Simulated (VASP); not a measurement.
# Bi (P-1) in VASP: single point with PBEsol

Aim: the single point of Bi with PBEsol.

Program: VASP 6.6.1. These are calculated values, not measurements. Logs are shortened: lines on timing, memory, paths and dates and some standing lists are left out, and cuts for length are marked.

### 1 The cell of the first run

The typed cell holds 2 atoms: a = 4.539 Å, b = 4.500 Å, c = 11.830 Å, α = 89.57°, β = 88.85°, γ = 119.13°.

### 2 Single point, PBEsol (equal xy, yz and zx shear strains of +2 %)

Contents of INCAR:

```
SYSTEM = Bi
PREC = Accurate
ENCUT = 520
EDIFF = 1E-6
ISMEAR = -1
SIGMA = 0.03
LREAL = .False.
LASPH = .True.
NELM = 60
ALGO = Normal
ISIF = 2
LWAVE = .False.
LCHARG = .True.
GGA = PS
LELF = .True.
LVHAR = .True.
NBANDS = 22
```

Contents of KPOINTS:

```
regular mesh
0
Gamma
  9 9 3
  0 0 0
```

Contents of POSCAR:

```
Bi
1.0
    4.5390002997      0.0453900030      0.0453900030
   -2.2301912542      3.9081945659      0.0166138942
    0.1182900000      0.1182900000     11.8290000000
Bi
2
Direct
    0.3333333333      0.6666666667      0.2500000000
    0.6666666667      0.3333333333      0.7500000000
```

Potentials or basis: VASP PAW PBE potentials, release 64 (Bi_d).

Command:

```bash
$ cat potpaw_PBE.64/Bi_d/POTCAR > POTCAR
$ mpirun -np 1 vasp_std > vasp.out
```

OUTCAR:

```text
SYSTEM = Bi
   PREC = Accurate
   ENCUT = 520
   EDIFF = 1E-6
   ISMEAR = -1
   LREAL = .False.
   LASPH = .True.
   NELM = 60
   ISIF = 2
   GGA = PS

 ion  position               nearest neighbor table
   1  0.333  0.667  0.250-
   2  0.667  0.333  0.750-

  LATTYP: Found a triclinic cell.
 ALAT       =     4.5394541770
 B/A-ratio  =     0.9912599912
 C/A-ratio  =     3.0977476524
 COS(alpha) =     0.0005750395
 COS(beta)  =     0.4729345484
 COS(gamma) =     0.4868514561

  Lattice vectors:

 A1 = (   4.5390002997,   0.0453900030,   0.0453900030)
 A2 = (   2.2301912542,  -3.9081945659,  -0.0166138942)
 A3 = (   6.7295193452,   3.8806845719, -11.7216060998)

Analysis of symmetry for initial positions (statically):
=====================================================================
 Subroutine PRICEL returns:
 Original cell was already a primitive cell.

 Routine SETGRP: Setting up the symmetry group for a
 triclinic supercell.

 Subroutine GETGRP returns: Found  2 space group operations
 (whereof  2 operations were pure point group operations)
 out of a pool of  2 trial point group operations.

The static configuration has the point symmetry S_2 .

Analysis of symmetry for dynamics (positions and initial velocities):
=====================================================================
 Subroutine PRICEL returns:
 Original cell was already a primitive cell.

 Routine SETGRP: Setting up the symmetry group for a
 triclinic supercell.

 Subroutine GETGRP returns: Found  2 space group operations
 (whereof  2 operations were pure point group operations)
 out of a pool of  2 trial point group operations.

The dynamic configuration has the point symmetry S_2 .

 Subroutine INISYM returns: Found  2 space group operations
 (whereof  2 operations are pure point group operations),
 and found     1 'primitive' translations

----------------------------------------------------------------------------------------

                                     Primitive cell

  volume of cell :     210.9938

  direct lattice vectors                    reciprocal lattice vectors
     4.539000300  0.045390003  0.045390003     0.219096832  0.125041117 -0.003441379
    -2.230191254  3.908194566  0.016613894    -0.002519265  0.254445728 -0.002519265
     0.118290000  0.118290000 11.829000000    -0.000837176 -0.000837176  0.084554743

  length of vectors
     4.539454177  4.499779308 11.830182841     0.252290598  0.254470670  0.084563032

  position of ions in fractional coordinates (direct lattice)
     0.333333333  0.666666667  0.250000000
     0.666666667  0.333333333  0.750000000

  ion indices of the primitive-cell ions
   primitive index   ion index
                 1           1
                 2           2

----------------------------------------------------------------------------------------

 KPOINTS: regular mesh

Automatic generation of k-mesh.
 Grid dimensions read from file:
 generate k-points for:    9    9    3

 Generating k-lattice:

  Cartesian coordinates                     Fractional coordinates (reciprocal lattice)
     0.024344092  0.013893457 -0.000382375     0.111111111 -0.000000000  0.000000000
    -0.000279918  0.028271748 -0.000279918     0.000000000  0.111111111  0.000000000
    -0.000279059 -0.000279059  0.028184914     0.000000000 -0.000000000  0.333333333

  Length of vectors
     0.028032289  0.028274519  0.028187677

  Shift w.r.t. Gamma in fractional coordinates (k-lattice)
     0.000000000  0.000000000  0.000000000

 Subroutine IBZKPT returns following result:
 ===========================================

 Found    122 irreducible k-points:

 Following reciprocal coordinates:
            Coordinates               Weight
  0.000000  0.000000  0.000000      1.000000
  0.111111  0.000000  0.000000      2.000000
  0.222222  0.000000  0.000000      2.000000
  0.333333 -0.000000 -0.000000      2.000000
  0.444444  0.000000  0.000000      2.000000
 -0.000000  0.111111 -0.000000      2.000000
[... 16 lines left out ...]
 -0.111111  0.222222  0.000000      2.000000
 -0.000000  0.333333  0.000000      2.000000
 [... further k-points ...]
   k-points           NKPTS =    122   k-points in BZ     NKDIM =    122   number of bands    NBANDS=     22
   number of dos      NEDOS =    301   number of ions     NIONS =      2
   total plane-waves  NPLWV = 116640
   dimension x,y,z NGX =    36 NGY =   36 NGZ =   90
   dimension x,y,z NGXF=    72 NGYF=   72 NGZF=  180
   ions per type =               2
   NGX,Y,Z   is equivalent  to a cutoff of  13.18, 13.30, 12.65 a.u.
   NGXF,Y,Z  is equivalent  to a cutoff of  26.37, 26.60, 25.29 a.u.
 SYSTEM =  Bi
   PREC   = accura    normal or accurate (medium, high low for compatibility)
   ISTART =      0    job   : 0-new  1-cont  2-samecut
   ICHARG =      2    charge: 1-file 2-atom 10-const
   ISPIN  =      1    spin polarized calculation?
   LNONCOLLINEAR =      F non collinear calculations
   LSORBIT =      F    spin-orbit coupling
   LASPH  =      T    aspherical Exc in radial PAW
   ENCUT  =  520.0 eV  38.22 Ry    6.18 a.u.   8.44  8.37 22.00*2*pi/ulx,y,z
   NELM   =     60;   NELMIN=  2; NELMDL= -5     # of ELM steps
   EDIFF  = 0.1E-05   stopping-criterion for ELM
   LREAL  =      F    real-space projection
   EDIFFG = 0.1E-04   stopping-criterion for IOM
   NSW    =      0    number of steps for IOM
   IBRION =     -1    ionic relax: 0-MD 1-quasi-New 2-CG
   NFREE  =      0    steps in history (QN), initial steepest desc. (CG)
   ISIF   =      2    stress and relaxation
   ISYM   =      2    0-nonsym 1-usesym 2-fastsym
   POTIM  = 0.5000    time-step for ionic-motion
   TEBEG  =    0.0;   TEEND  =   0.0 temperature during run
   PSTRESS=    0.0 pullay stress
   NELECT =      30.0000    total number of electrons
   NUPDOWN=      -1.0000    fix difference up-down
   EMIN   =  10.00;   EMAX   =-10.00  energy-range for DOS
   EFERMI =   0.00;   METHOD = LEGACY
   ISMEAR =    -1;   SIGMA  =   0.03  broadening in eV -4-tet -1-fermi 0-gaus
   EFERMI_NEDOS =   21; number of points for ismear=-14 and -15
   IALGO  =     38    algorithm
   IMIX   =      4    mixing-type and parameters
     AMIX     =   0.40;   BMIX     =  1.00
     AMIX_MAG =   1.60;   BMIX_MAG =  1.00
  volume/ion in A,a.u.               =     105.50       711.93
  Fermi-wavevector in a.u.,A,eV,Ry     =   0.854461  1.614696  9.933653  0.730103
  Thomas-Fermi vector in A             =   1.971060
   LORBIT       =      0    0 simple, 1 ext, 2 COOP (PROOUT), +10 PAW based schemes
   GGA     = PS    functional components
   LHFCALC =     F    Hartree Fock is set to
   AEXX    =    0.0000 exact exchange contribution
   IVDW    =     0    specifies the selected vdW correction
   LEPSILON=     F    determine dielectric tensor
   LRPA    =     F    only Hartree local field effects (RPA)
 non-spin polarized calculation
  energy-cutoff  :      520.00
  volume of cell :      210.99
 maximum number of plane-waves:      5719
 NGX is ok and might be reduce to    36
   NGX = 17   NGY = 17   NGZ = 43

 number of electron      29.9999997 magnetization

 Free energy of the ion-electron system (eV)
  ---------------------------------------------------
  ext. energy  EPLUGINS =         0.00000000
  ---------------------------------------------------
  free energy    TOTEN  =        -3.38090945 eV

  energy without entropy =       -3.35965896  energy(sigma->0) =       -3.37028421

 E-fermi :  -1.1529     XC(G=0):  -5.4269

 val. band max:       -1.1553299883   @ k =  -0.3333  -0.1111   0.3333
 cond. band min:      -1.1526561860   @ k =  -0.1111   0.4444   0.3333
 fundamental gap:      0.0026738023
 Fermi energy:        -1.1529071657

 k-point     1 :       0.0000    0.0000    0.0000
  band No.  band energies     occupation
      1     -23.9258      2.00000
      2     -23.9258      2.00000
      3     -23.9219      2.00000
      4     -23.9219      2.00000
      5     -23.9179      2.00000
      6     -23.9179      2.00000
[... 14 lines left out ...]
     21       4.5268      0.00000
     22       4.7118      0.00000

 k-point     2 :       0.1111    0.0000    0.0000
  band No.  band energies     occupation
      1     -23.9253      2.00000
      2     -23.9253      2.00000
      3     -23.9222      2.00000
      4     -23.9222      2.00000
      5     -23.9180      2.00000
      6     -23.9180      2.00000
[... 14 lines left out ...]
     21       4.6638      0.00000
     22       4.9385      0.00000

 k-point     3 :       0.2222    0.0000    0.0000
  band No.  band energies     occupation
      1     -23.9241      2.00000
      2     -23.9241      2.00000
      3     -23.9228      2.00000
      4     -23.9228      2.00000
      5     -23.9182      2.00000
      6     -23.9182      2.00000
[... 14 lines left out ...]
     21       4.6127      0.00000
     22       5.2027      0.00000

 k-point     4 :       0.3333   -0.0000   -0.0000
  band No.  band energies     occupation
      1     -23.9236      2.00000
      2     -23.9236      2.00000
      3     -23.9229      2.00000
      4     -23.9229      2.00000
      5     -23.9184      2.00000
      6     -23.9184      2.00000
[... 14 lines left out ...]
     21       4.3749      0.00000
     22       4.8598      0.00000

 k-point     5 :       0.4444    0.0000    0.0000
  band No.  band energies     occupation
      1     -23.9241      2.00000
      2     -23.9241      2.00000
      3     -23.9223      2.00000
      4     -23.9223      2.00000
      5     -23.9185      2.00000
      6     -23.9185      2.00000
[... 417 lines left out ...]
 k-point    22 :      -0.2222    0.2222    0.0000
  band No.  band energies     occupation
      1     -23.9247      2.00000
      2     -23.9247      2.00000
      3     -23.9223      2.00000
      4     -23.9223      2.00000
      5     -23.9189      2.00000
      6     -23.9189      2.00000
[... 14 lines left out ...]
     21       4.5896      0.00000
     22       5.1594      0.00000

 k-point    23 :      -0.1111    0.2222    0.0000
  band No.  band energies     occupation
      1     -23.9248      2.00000
      2     -23.9248      2.00000
      3     -23.9222      2.00000
      4     -23.9222      2.00000
      5     -23.9187      2.00000
      6     -23.9187      2.00000
[... 14 lines left out ...]
     21       4.7314      0.00000
     22       5.5446      0.00000

 k-point    24 :      -0.0000    0.3333    0.0000
  band No.  band energies     occupation
      1     -23.9235      2.00000
      2     -23.9235      2.00000
      3     -23.9230      2.00000
      4     -23.9230      2.00000
      5     -23.9191      2.00000
      6     -23.9191      2.00000
[... 14 lines left out ...]
     21       4.3353      0.00000
     22       4.8508      0.00000

 [... further k-points ...]

------------------------ aborting loop because EDIFF is reached ----------------------------------------

  FORCE on cell =-STRESS in cart. coord.  units (eV):
  Direction    XX          YY          ZZ          XY          YZ          ZX
  --------------------------------------------------------------------------------------
  -------------------------------------------------------------------------------------
  Total       -6.7572440     -6.7721097     -0.5333372      0.1038480     -0.0521598     -0.0521920
  in kB      -51.3110067    -51.4238891     -4.0498859      0.7885675     -0.3960743     -0.3963190
  external PRESSURE =     -35.5949272 kB  Pullay stress =       0.0000000 kB

 VOLUME and BASIS-vectors are now :
 -----------------------------------------------------------------------------
  energy-cutoff  :      520.00
  volume of cell :      210.99
      direct lattice vectors                 reciprocal lattice vectors
     4.539000300  0.045390003  0.045390003     0.219096832  0.125041117 -0.003441379
    -2.230191254  3.908194566  0.016613894    -0.002519265  0.254445728 -0.002519265
     0.118290000  0.118290000 11.829000000    -0.000837176 -0.000837176  0.084554743

 POSITION                                       TOTAL-FORCE (eV/Angst)
 -----------------------------------------------------------------------------------
      0.05578      2.65017      2.98346         0.001513      0.000081     -0.000468
      2.37132      1.42171      8.90755        -0.001513     -0.000081      0.000468
 -----------------------------------------------------------------------------------
    total drift:                               -0.000000      0.000000      0.000000

  FREE ENERGIE OF THE ION-ELECTRON SYSTEM (eV)
  ---------------------------------------------------
  free  energy   TOTEN  =        -3.3809094522 eV

  energy  without entropy=       -3.3596589594  energy(sigma->0) =       -3.37028421
```

Wall time 12 min (1 thread of Oxide Virtual Turin-like, shared host); peak memory 0.6 GiB.

What came out:

```
Free energy            : -3.3809 eV
Pressure               : -3.6 GPa
Band gap on the k mesh : zero (bands 15 and 16 overlap by 2.09 eV)
```

Stress tensor (GPa, compression positive):
```
-5.13  0.08 -0.04
 0.08 -5.14 -0.04
-0.04 -0.04 -0.40
```

Caveat: the cell differs from its parent crystal (equal xy, yz and zx shear strains of +2 %); the cell stands under tension; the PAW data sets were made with another functional, which shifts forces and pressure a little; spin-orbit coupling is left out, which moves the levels of the heavy elements.
